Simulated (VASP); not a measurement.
Input of a VASP 6.6.1 run:

Contents of INCAR:

```
SYSTEM = TmNbTe3
PREC     = Accurate       ! precision mode
ENCUT    = 500            ! plane-wave cutoff, eV
EDIFF    = 1E-7           ! SCF threshold, eV
ISMEAR   = 0              ! smearing method
SIGMA    = 0.1            ! smearing width, eV
LREAL    = .False.        ! projectors in reciprocal space
LASPH    = .True.         ! aspherical terms in the spheres
NELM     = 200            ! most SCF steps
ALGO     = Normal         ! electronic algorithm
ISIF     = 3              ! what is computed and relaxed
LWAVE    = .False.        ! write WAVECAR
LCHARG   = .False.        ! write CHGCAR
ISPIN    = 2              ! spin polarisation
MAGMOM   = 0.15 0.44 0 0 0 ! initial moments
LORBIT   = 11             ! projections on sites
LMAXMIX  = 6              ! l up to which the mixer works
GGA      = PE             ! functional
IBRION   = 2              ! ionic algorithm
NSW      = 100            ! ionic steps
EDIFFG   = -0.01          ! ionic threshold
GGA_COMPAT= .False.      
NELMIN   = 4
```

The input KPOINTS:

```
regular mesh
0
Gamma
  8 8 8
  0 0 0
```

Contents of POSCAR:

```
TmNbTe3
1.0
    5.4108829674      0.0000000000      0.0000000000
    0.0000000000      5.4108829674      0.0000000000
    0.0000000000      0.0000000000      5.4108829674
Tm Nb Te
1 1 3
Direct
    0.0000000000      0.0000000000      0.0000000000
    0.5000000000      0.5000000000      0.5000000000
    0.5000000000      0.5000000000      0.0000000000
    0.0000000000      0.5000000000      0.5000000000
    0.5000000000      0.0000000000      0.5000000000
```

Potentials or basis: VASP PAW PBE potentials, release 64 (Tm_3, Nb_sv, Te), 4f in core.

The run is started by

```sh
$ cat potpaw_PBE.64/Tm_3/POTCAR potpaw_PBE.64/Nb_sv/POTCAR potpaw_PBE.64/Te/POTCAR > POTCAR
$ mpirun -np 1 vasp_std > vasp.out
```

(1) What does it give for the relaxed volume?

(2) Estimate the net moment.

(3) What does it give for the band gap on the k mesh?

(4) What does it give for the space group after relaxing (to 0.1 Å)?

Answers

(1) 31.79 Å³/atom.

(2) 0.00 μB per cell.

(3) zero (filled and empty bands overlap).

(4) Pm-3m (No. 221).

Caveat: the magnetic or orbital state may not be the lowest; the highest band is partly filled, so the run has too few bands; spin-orbit coupling is left out, which moves the levels of the heavy elements; the 4f electrons are frozen in the core, so they carry no moment and show no levels.
